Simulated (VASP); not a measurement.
# LiF (Fm-3m) in VASP: a series of runs

Aim: see how the results for LiF move with the level of theory and the settings. Levels: HSE06, r2SCAN0. Tasks: single point.

Program: VASP 6.6.1. These are calculated values, not measurements. Logs are shortened: lines on timing, memory, paths and dates and some standing lists are left out, and cuts for length are marked.

## 1. The cell of the first run

The structure is cubic, space group Fm-3m (No. 225). The conventional cell has a = 4.081 Å, b = 4.081 Å, c = 4.081 Å, α = 90.00°, β = 90.00°, γ = 90.00°. Within 2.7 Å of F (site symmetry m-3m) lie 6 Li at 2.04 Å. Within 2.7 Å of Li (site symmetry m-3m) lie 6 F at 2.04 Å.

## 2. Single point, HSE06

File POSCAR:

```
LiF
1.0
    0.0000000000      2.0405030393      2.0405030393
    2.0405030393      0.0000000000      2.0405030393
    2.0405030393      2.0405030393      0.0000000000
F Li
1 1
Direct
    0.5000000000      0.5000000000      0.5000000000
    0.0000000000      0.0000000000      0.0000000000
```

File INCAR.step1:

```
SYSTEM = LiF
  PREC = Accurate
  ENCUT = 520
  EDIFF = 1E-5
  ISMEAR = -1
  SIGMA = 0.05
  LREAL = .FALSE.
  LASPH = .TRUE.
  NELM = 100
  ALGO = Normal
  ISIF = 2
  LWAVE = .TRUE.
  LCHARG = .FALSE.
  GGA = PE
  NBANDS = 12
```

File INCAR.step2:

```
SYSTEM = LiF
  PREC = Accurate
  ENCUT = 520
  EDIFF = 1E-6
  ISMEAR = -1
  SIGMA = 0.05
  LREAL = .FALSE.
  LASPH = .TRUE.
  NELM = 100
  ALGO = Normal
  ISIF = 2
  LWAVE = .FALSE.
  LCHARG = .FALSE.
  GGA = PE
  LHFCALC = .TRUE.
  HFSCREEN = 0.2079
  PRECFOCK = Normal
  ISTART = 1
  NBANDS = 12
```

File KPOINTS:

```
regular mesh
0
G
  8 8 8
  0 0 0
```

Potentials or basis: VASP PAW PBE potentials, release 64 (F, Li_sv).

The run is started by

```bash
$ cat potpaw_PBE.64/F/POTCAR potpaw_PBE.64/Li_sv/POTCAR > POTCAR
$ cp INCAR.step1 INCAR
$ mpirun -np 1 vasp_std > vasp.out
$ cp INCAR.step2 INCAR
$ mpirun -np 1 vasp_std > vasp.out
```

OUTCAR:

```text
SYSTEM = LiF
   PREC = Accurate
   ENCUT = 520
   EDIFF = 1E-6
   ISMEAR = -1
   LREAL = .FALSE.
   LASPH = .TRUE.
   NELM = 100
   ISIF = 2
   GGA = PE
   LHFCALC = .TRUE.
   HFSCREEN = 0.2079
   PRECFOCK = Normal
   ISTART = 1

 ion  position               nearest neighbor table
   1  0.500  0.500  0.500-   2 2.04   2 2.04   2 2.04   2 2.04   2 2.04   2 2.04
   2  0.000  0.000  0.000-   1 2.04   1 2.04   1 2.04   1 2.04   1 2.04   1 2.04

  LATTYP: Found a face centered cubic cell.
 ALAT       =     4.0810060786

  Lattice vectors:

 A1 = (   0.0000000000,   2.0405030393,   2.0405030393)
 A2 = (   2.0405030393,   0.0000000000,   2.0405030393)
 A3 = (   2.0405030393,   2.0405030393,   0.0000000000)

Analysis of symmetry for initial positions (statically):
=====================================================================
 Subroutine PRICEL returns:
 Original cell was already a primitive cell.

 Routine SETGRP: Setting up the symmetry group for a
 face centered cubic supercell.

 Subroutine GETGRP returns: Found 48 space group operations
 (whereof 48 operations were pure point group operations)
 out of a pool of 48 trial point group operations.

The static configuration has the point symmetry O_h .

Analysis of symmetry for dynamics (positions and initial velocities):
=====================================================================
 Subroutine PRICEL returns:
 Original cell was already a primitive cell.

 Routine SETGRP: Setting up the symmetry group for a
 face centered cubic supercell.

 Subroutine GETGRP returns: Found 48 space group operations
 (whereof 48 operations were pure point group operations)
 out of a pool of 48 trial point group operations.

The dynamic configuration has the point symmetry O_h .

 Subroutine INISYM returns: Found 48 space group operations
 (whereof 48 operations are pure point group operations),
 and found     1 'primitive' translations

----------------------------------------------------------------------------------------

                                     Primitive cell

  volume of cell :      16.9919

  direct lattice vectors                    reciprocal lattice vectors
     0.000000000  2.040503039  2.040503039    -0.245037616  0.245037616  0.245037616
     2.040503039  0.000000000  2.040503039     0.245037616 -0.245037616  0.245037616
     2.040503039  2.040503039  0.000000000     0.245037616  0.245037616 -0.245037616

  length of vectors
     2.885707072  2.885707072  2.885707072     0.424417601  0.424417601  0.424417601

  position of ions in fractional coordinates (direct lattice)
     0.500000000  0.500000000  0.500000000
     0.000000000  0.000000000  0.000000000

  ion indices of the primitive-cell ions
   primitive index   ion index
                 1           1
                 2           2

----------------------------------------------------------------------------------------

 KPOINTS: regular mesh

Automatic generation of k-mesh.
 Grid dimensions read from file:
 generate k-points for:    8    8    8

 Generating k-lattice:

  Cartesian coordinates                     Fractional coordinates (reciprocal lattice)
    -0.030629702  0.030629702  0.030629702     0.125000000  0.000000000  0.000000000
     0.030629702 -0.030629702  0.030629702     0.000000000  0.125000000  0.000000000
     0.030629702  0.030629702 -0.030629702     0.000000000  0.000000000  0.125000000

  Length of vectors
     0.053052200  0.053052200  0.053052200

  Shift w.r.t. Gamma in fractional coordinates (k-lattice)
     0.000000000  0.000000000  0.000000000

 Subroutine IBZKPT returns following result:
 ===========================================

 Found     29 irreducible k-points:

 Following reciprocal coordinates:
            Coordinates               Weight
  0.000000  0.000000  0.000000      1.000000
  0.125000  0.000000  0.000000      8.000000
  0.250000  0.000000  0.000000      8.000000
  0.375000  0.000000  0.000000      8.000000
  0.500000  0.000000  0.000000      4.000000
  0.125000  0.125000  0.000000      6.000000
[... 16 lines left out ...]
  0.500000  0.250000  0.125000     48.000000
 -0.375000  0.250000  0.125000     24.000000
 [... further k-points ...]
   k-points           NKPTS =     29   k-points in BZ     NKDIM =    512   number of bands    NBANDS=     12
   number of dos      NEDOS =    301   number of ions     NIONS =      2
   total plane-waves  NPLWV =  13824
   dimension x,y,z NGX =    24 NGY =   24 NGZ =   24
   dimension x,y,z NGXF=    48 NGYF=   48 NGZF=   48
   ions per type =               1   1
   NGX,Y,Z   is equivalent  to a cutoff of  13.83, 13.83, 13.83 a.u.
   NGXF,Y,Z  is equivalent  to a cutoff of  27.65, 27.65, 27.65 a.u.
 SYSTEM =  LiF
   PREC   = accura    normal or accurate (medium, high low for compatibility)
   ISTART =      1    job   : 0-new  1-cont  2-samecut
   ICHARG =      0    charge: 1-file 2-atom 10-const
   ISPIN  =      1    spin polarized calculation?
   LNONCOLLINEAR =      F non collinear calculations
   LSORBIT =      F    spin-orbit coupling
   LASPH  =      T    aspherical Exc in radial PAW
   ENCUT  =  520.0 eV  38.22 Ry    6.18 a.u.   5.37  5.37  5.37*2*pi/ulx,y,z
   NELM   =    100;   NELMIN=  2; NELMDL=  0     # of ELM steps
   EDIFF  = 0.1E-05   stopping-criterion for ELM
   LREAL  =      F    real-space projection
   EDIFFG = 0.1E-04   stopping-criterion for IOM
   NSW    =      0    number of steps for IOM
   IBRION =     -1    ionic relax: 0-MD 1-quasi-New 2-CG
   NFREE  =      0    steps in history (QN), initial steepest desc. (CG)
   ISIF   =      2    stress and relaxation
   ISYM   =      3    0-nonsym 1-usesym 2-fastsym
   POTIM  = 0.5000    time-step for ionic-motion
   TEBEG  =    0.0;   TEEND  =   0.0 temperature during run
   PSTRESS=    0.0 pullay stress
   NELECT =      10.0000    total number of electrons
   NUPDOWN=      -1.0000    fix difference up-down
   EMIN   =  10.00;   EMAX   =-10.00  energy-range for DOS
   EFERMI =   0.00;   METHOD = LEGACY
   ISMEAR =    -1;   SIGMA  =   0.05  broadening in eV -4-tet -1-fermi 0-gaus
   EFERMI_NEDOS =   21; number of points for ismear=-14 and -15
   IALGO  =     38    algorithm
   IMIX   =      1    mixing-type and parameters
     AMIX     =   0.40;   BMIX     =  1.00
     AMIX_MAG =   1.60;   BMIX_MAG =  1.00
  volume/ion in A,a.u.               =       8.50        57.33
  Fermi-wavevector in a.u.,A,eV,Ry     =   1.371916  2.592546 25.608261  1.882154
  Thomas-Fermi vector in A             =   2.497570
   LORBIT       =      0    0 simple, 1 ext, 2 COOP (PROOUT), +10 PAW based schemes
   GGA     = PE    functional components
   LHFCALC =     T    Hartree Fock is set to
   PRECFOCK=normal    Normal, Fast or Accurate (Low or Medium for compatibility)
   ENCUT4O =  -1.0   cutoff for four orbital integrals eV
   NKREDX  =     1    reduce k-point grid by
   NKREDY  =     1    reduce k-point grid by
   NKREDZ  =     1    reduce k-point grid by
   AEXX    =    0.2500 exact exchange contribution
   HFSCREEN=    0.2079 screening length (either q_TF or 0.3 A-1)
   HFSCREENC=   0.2079 screening length for correlation (either q_TF or 0.3 A-1)
   ENCUTFOCK=  -1.0 apply spherical cutoff to Coloumb kernel
   IVDW    =     0    specifies the selected vdW correction
   LEPSILON=     F    determine dielectric tensor
   LRPA    =     F    only Hartree local field effects (RPA)
 non-spin polarized calculation
  energy-cutoff  :      520.00
  volume of cell :       16.99
 maximum number of plane-waves:       471
 NGX is ok and might be reduce to    24
  NGX = 18; NGY = 18; NGZ = 18

 number of electron       9.9999994 magnetization

 Free energy of the ion-electron system (eV)
  ---------------------------------------------------
  ext. energy  EPLUGINS =         0.00000000
  ---------------------------------------------------
  free energy    TOTEN  =       -11.37938126 eV

  energy without entropy =      -11.37938126  energy(sigma->0) =      -11.37938126

 E-fermi :  -1.8408     XC(G=0):  -8.0166

 val. band max:       -2.9517344592   @ k =   0.0000   0.0000   0.0000
 cond. band min:       8.0682436162   @ k =   0.0000   0.0000   0.0000
 fundamental gap:     11.0199780754
 Fermi energy:        -1.8408226875

 k-point     1 :       0.0000    0.0000    0.0000
  band No.  band energies     occupation
      1     -46.0267      2.00000
      2     -24.4188      2.00000
      3      -2.9517      2.00000
      4      -2.9517      2.00000
      5      -2.9517      2.00000
      6       8.0682      0.00000
      7      23.1179      0.00000
      8      23.1179      0.00000
      9      23.1179      0.00000
     10      23.4634      0.00000
     11      23.4634      0.00000
     12      23.4634      0.00000

 k-point     2 :       0.1250    0.0000    0.0000
  band No.  band energies     occupation
      1     -46.0194      2.00000
      2     -24.3599      2.00000
      3      -3.3834      2.00000
      4      -2.9876      2.00000
      5      -2.9876      2.00000
      6       8.5241      0.00000
      7      19.7555      0.00000
      8      21.5072      0.00000
      9      21.5072      0.00000
     10      24.6855      0.00000
     11      24.8007      0.00000
     12      24.8007      0.00000

 k-point     3 :       0.2500    0.0000    0.0000
  band No.  band energies     occupation
      1     -46.0017      2.00000
      2     -24.2132      2.00000
      3      -4.3216      2.00000
      4      -3.0720      2.00000
      5      -3.0720      2.00000
      6       9.4019      0.00000
      7      17.1297      0.00000
      8      19.7447      0.00000
      9      19.7447      0.00000
     10      26.0490      0.00000
     11      26.6463      0.00000
     12      26.6463      0.00000

 k-point     4 :       0.3750    0.0000    0.0000
  band No.  band energies     occupation
      1     -45.9840      2.00000
      2     -24.0597      2.00000
      3      -5.1592      2.00000
      4      -3.1531      2.00000
      5      -3.1531      2.00000
      6       9.8790      0.00000
      7      16.0750      0.00000
      8      18.5292      0.00000
      9      18.5293      0.00000
     10      27.9308      0.00000
     11      28.8836      0.00000
     12      28.8837      0.00000

 k-point     5 :       0.5000    0.0000    0.0000
  band No.  band energies     occupation
      1     -45.9767      2.00000
      2     -23.9941      2.00000
      3      -5.4853      2.00000
      4      -3.1858      2.00000
      5      -3.1858      2.00000
      6       9.9274      0.00000
      7      15.9466      0.00000
      8      18.1032      0.00000
      9      18.1032      0.00000
     10      29.3633      0.00000
     11      30.1882      0.00000
     12      30.1883      0.00000
[... 228 lines left out ...]
      1     -45.9626      2.00000
      2     -23.7505      2.00000
      3      -5.9014      2.00000
      4      -3.9449      2.00000
      5      -3.9449      2.00000
      6      14.0491      0.00000
      7      15.6001      0.00000
      8      16.5302      0.00000
      9      19.5011      0.00000
     10      19.5011      0.00000
     11      32.3801      0.00000
     12      37.4298      0.00000

 k-point    22 :       0.3750    0.2500    0.1250
  band No.  band energies     occupation
      1     -45.9890      2.00000
      2     -24.0829      2.00000
      3      -4.5728      2.00000
      4      -3.6991      2.00000
      5      -3.2424      2.00000
      6      10.5782      0.00000
      7      16.2474      0.00000
      8      18.8124      0.00000
      9      19.3644      0.00000
     10      22.8562      0.00000
     11      30.1424      0.00000
     12      30.2926      0.00000

 k-point    23 :       0.5000    0.2500    0.1250
  band No.  band energies     occupation
      1     -45.9750      2.00000
      2     -23.9441      2.00000
      3      -5.0645      2.00000
      4      -4.0424      2.00000
      5      -3.3668      2.00000
      6      11.4335      0.00000
      7      15.1694      0.00000
      8      18.2637      0.00000
      9      18.7050      0.00000
     10      24.8218      0.00000
     11      29.3859      0.00000
     12      32.0259      0.00000

 k-point    24 :      -0.3750    0.2500    0.1250
  band No.  band energies     occupation
      1     -45.9692      2.00000
      2     -23.8848      2.00000
      3      -5.2744      2.00000
      4      -4.1512      2.00000
      5      -3.4367      2.00000
      6      11.6753      0.00000
      7      14.9593      0.00000
      8      18.1800      0.00000
      9      18.3379      0.00000
     10      26.6763      0.00000
     11      27.7795      0.00000
     12      33.2831      0.00000

 [... further k-points ...]

------------------------ aborting loop because EDIFF is reached ----------------------------------------

  FORCE on cell =-STRESS in cart. coord.  units (eV):
  Direction    XX          YY          ZZ          XY          YZ          ZX
  --------------------------------------------------------------------------------------
  -------------------------------------------------------------------------------------
  Total       -0.3819683     -0.3819683     -0.3819683     -0.0000000      0.0000000      0.0000000
  in kB      -36.0160605    -36.0160605    -36.0160605     -0.0000000      0.0000000      0.0000000
  external PRESSURE =     -36.0160605 kB  Pullay stress =       0.0000000 kB

 VOLUME and BASIS-vectors are now :
 -----------------------------------------------------------------------------
  energy-cutoff  :      520.00
  volume of cell :       16.99
      direct lattice vectors                 reciprocal lattice vectors
     0.000000000  2.040503039  2.040503039    -0.245037616  0.245037616  0.245037616
     2.040503039  0.000000000  2.040503039     0.245037616 -0.245037616  0.245037616
     2.040503039  2.040503039  0.000000000     0.245037616  0.245037616 -0.245037616

 POSITION                                       TOTAL-FORCE (eV/Angst)
 -----------------------------------------------------------------------------------
      2.04050      2.04050      2.04050         0.000000      0.000000      0.000000
      0.00000      0.00000      0.00000        -0.000000     -0.000000     -0.000000
 -----------------------------------------------------------------------------------
    total drift:                               -0.000000     -0.000000     -0.000000

  FREE ENERGIE OF THE ION-ELECTRON SYSTEM (eV)
  ---------------------------------------------------
  free  energy   TOTEN  =       -11.3793812607 eV

  energy  without entropy=      -11.3793812607  energy(sigma->0) =      -11.37938126
```

Wall time 55 min (1 thread of Intel Xeon 8259CL, shared host); peak memory 0.25 GiB.

Results:

```yaml
Free_energy: -11.3794 eV
Band_gap_on_the_k_mesh: 11.02 eV
```

Caveat: the cutoff is under 1.25 times the usual one of these potentials, so pressure, stress and relaxed cells hold a basis-set (Pulay) error; the PAW data sets were made with another functional, which shifts forces and pressure a little. A k mesh can miss the band edges.

## 3. Single point, r2SCAN0

This run uses another cell than the first one, of 8.17 Å³/atom.

File POSCAR:

```
LiF
1.0
    0.0000000000      2.0140000000      2.0140000000
    2.0140000000      0.0000000000      2.0140000000
    2.0140000000      2.0140000000      0.0000000000
F Li
1 1
Direct
    0.5000000000      0.5000000000      0.5000000000
    0.0000000000      0.0000000000      0.0000000000
```

File INCAR.step1:

```
PREC     = Accurate       # precision mode
ENCUT    = 520            # plane-wave cutoff, eV
EDIFF    = 1E-5           # SCF threshold, eV
ISMEAR   = 0              # smearing method
SIGMA    = 0.01           # smearing width, eV
LREAL    = F              # projectors in reciprocal space
LASPH    = T              # aspherical terms in the spheres
NELM     = 80             # most SCF steps
ALGO     = Normal         # electronic algorithm
ISIF     = 2              # what is computed and relaxed
LWAVE    = T              # write WAVECAR
GGA      = PE             # functional
ISYM     = 0            
NBANDS   = 12             # bands
KPAR     = 2
```

File INCAR.step2:

```
PREC     = Accurate       # precision mode
ENCUT    = 520            # plane-wave cutoff, eV
EDIFF    = 1E-7           # SCF threshold, eV
ISMEAR   = 0              # smearing method
SIGMA    = 0.01           # smearing width, eV
LREAL    = F              # projectors in reciprocal space
LASPH    = T              # aspherical terms in the spheres
NELM     = 80             # most SCF steps
ALGO     = Normal         # electronic algorithm
ISIF     = 2              # what is computed and relaxed
LWAVE    = F              # write WAVECAR
LCHARG   = T              # write CHGCAR
METAGGA  = R2SCAN         # meta-GGA
LHFCALC  = T              # exact exchange
AEXX     = 0.25           # exact-exchange fraction
LMIXTAU  = T            
PRECFOCK = Normal       
LVHAR    = T            
ISTART   = 1            
ISYM     = 0            
NBANDS   = 12             # bands
KPAR     = 2
```

File KPOINTS:

```
regular mesh
0
Gamma
  7 7 7
```

Potentials or basis: VASP PAW PBE potentials, release 64 (F, Li_sv).

The run is started by

```bash
$ cat potpaw_PBE.64/F/POTCAR potpaw_PBE.64/Li_sv/POTCAR > POTCAR
$ cp INCAR.step1 INCAR
$ mpirun -np 2 vasp_std > vasp.out
$ cp INCAR.step2 INCAR
$ mpirun -np 2 vasp_std > vasp.out
```

Run time: 37 min. Hardware: 2 MPI ranks of Intel Xeon Platinum 8375C at 2.90GHz (Ice Lake), shared host; peak memory 0.17 GiB.

It converged, with:

- Free energy: -13.6205 eV
- Band gap on the k mesh: 12.91 eV

Levels at points of the mesh, in eV from the valence-band top:
```tsv
k point	band 2	band 3	band 4	band 5	band 6	band 7	band 8	band 9
(0.00, 0.00, 0.00)	-22.31	0.00	0.00	0.00	12.91	28.36	28.36	28.36
```

Caveat: the cutoff is under 1.25 times the usual one of these potentials, so pressure, stress and relaxed cells hold a basis-set (Pulay) error; the PAW data sets were made with another functional, which shifts forces and pressure a little.
